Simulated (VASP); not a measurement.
Set up this calculation in VASP 6.6.1, as the native input.

```yaml
Task: relaxation of cell and atoms
Functional: PBE
Dispersion: D3(BJ)
Potentials_or_basis: VASP PAW PBE potentials, release 64 (C)
Cutoff: 600 eV
k_mesh: 4 × 4 × 4
Occupations: gaussian, width 0.02 eV
Spin: no spin polarisation
Dipole_correction: no
Further_INCAR_settings: LREAL = Auto; ALGO = Normal; EDIFF = 1e-06; IBRION = 2; EDIFFG = -0.005; NSW = 100; ISIF = 3
```

The structure of C lies in POSCAR:

```
C
1.0
    0.0000000000      7.1356472484      7.1356472484
    7.1356472484      0.0000000000      7.1356472484
    7.1356472484      7.1356472484      0.0000000000
C
60
Direct
    0.1952244072      0.2932422080      0.8047755928
    0.2932422080      0.1952244072      0.7067577920
    0.7067577920      0.8047755928      0.2932422080
    0.8047755928      0.7067577920      0.1952244072
    0.8047755928      0.1952244072      0.2932422080
    0.7067577920      0.2932422080      0.1952244072
    0.2932422080      0.7067577920      0.8047755928
    0.1952244072      0.8047755928      0.7067577920
    0.2932422080      0.8047755928      0.1952244072
    0.1952244072      0.7067577920      0.2932422080
    0.8047755928      0.2932422080      0.7067577920
    0.7067577920      0.1952244072      0.8047755928
    0.1949167279      0.2300411508      0.9696468984
    0.2300411508      0.1949167279      0.6053952229
    0.6053952229      0.9696468984      0.2300411508
    0.9696468984      0.6053952229      0.1949167279
    0.9696468984      0.1949167279      0.2300411508
    0.6053952229      0.2300411508      0.1949167279
    0.2300411508      0.6053952229      0.9696468984
    0.1949167279      0.9696468984      0.6053952229
    0.2300411508      0.9696468984      0.1949167279
    0.1949167279      0.6053952229      0.2300411508
    0.9696468984      0.2300411508      0.6053952229
    0.6053952229      0.1949167279      0.9696468984
    0.8050832721      0.7699588492      0.0303531016
    0.7699588492      0.8050832721      0.3946047771
    0.3946047771      0.0303531016      0.7699588492
    0.0303531016      0.3946047771      0.8050832721
    0.0303531016      0.8050832721      0.7699588492
    0.3946047771      0.7699588492      0.8050832721
    0.7699588492      0.3946047771      0.0303531016
    0.8050832721      0.0303531016      0.3946047771
    0.7699588492      0.0303531016      0.8050832721
    0.8050832721      0.3946047771      0.7699588492
    0.0303531016      0.7699588492      0.3946047771
    0.3946047771      0.8050832721      0.0303531016
    0.0302772931      0.2926121708      0.0715094360
    0.2926121708      0.0302772931      0.6056011002
    0.6056011002      0.0715094360      0.2926121708
    0.0715094360      0.6056011002      0.0302772931
    0.0715094360      0.0302772931      0.2926121708
    0.6056011002      0.2926121708      0.0302772931
    0.2926121708      0.6056011002      0.0715094360
    0.0302772931      0.0715094360      0.6056011002
    0.2926121708      0.0715094360      0.0302772931
    0.0302772931      0.6056011002      0.2926121708
    0.0715094360      0.2926121708      0.6056011002
    0.6056011002      0.0302772931      0.0715094360
    0.9697227069      0.7073878292      0.9284905640
    0.7073878292      0.9697227069      0.3943988998
    0.3943988998      0.9284905640      0.7073878292
    0.9284905640      0.3943988998      0.9697227069
    0.9284905640      0.9697227069      0.7073878292
    0.3943988998      0.7073878292      0.9697227069
    0.7073878292      0.3943988998      0.9284905640
    0.9697227069      0.9284905640      0.3943988998
    0.7073878292      0.9284905640      0.9697227069
    0.9697227069      0.3943988998      0.7073878292
    0.9284905640      0.7073878292      0.3943988998
    0.3943988998      0.9697227069      0.9284905640
```

These files were run (other wordings do the same):

INCAR

```
SYSTEM = C
PREC = Accurate
ENCUT = 600
EDIFF = 1E-6
ISMEAR = 0
SIGMA = 0.02
LREAL = Auto
LASPH = .TRUE.
NELM = 100
ALGO = Normal
ISIF = 3
LWAVE = .FALSE.
LCHARG = .FALSE.
GGA = PE
IVDW = 12
IBRION = 2
NSW = 100
EDIFFG = -0.005
LUSENCCL = .FALSE.
```

KPOINTS

```
Automatic mesh
0
G
  4 4 4
  0 0 0
```

Potentials or basis: VASP PAW PBE potentials, release 64 (C).

Launch:

```console
$ cat potpaw_PBE.64/C/POTCAR > POTCAR
$ mpirun -np 1 vasp_std > vasp.out
```

Results of the run:

| Property | Result |
| --- | --- |
| Relaxed volume | 11.60 Å³/atom |
| Relaxed cell | a = 9.949 Å, b = 9.949 Å, c = 9.949 Å, α = 60.00°, β = 60.00°, γ = 60.00° |
| Space group after relaxing (to 0.1 Å) | Fm-3 (No. 202) |
| Energy gained by relaxing | 0.8 meV/atom |
| Ionic steps | 28 |
| Pressure after relaxing | 0.0 GPa |
| Largest force after relaxing | 0.003 eV/Å |
| Dispersion energy per atom | -0.118 eV |

It took 39 min on 1 × NVIDIA H100 80GB with 1 thread of AMD EPYC 7R13 Processor (Zen 3), with other jobs on the host, peak memory 2.2 GiB.
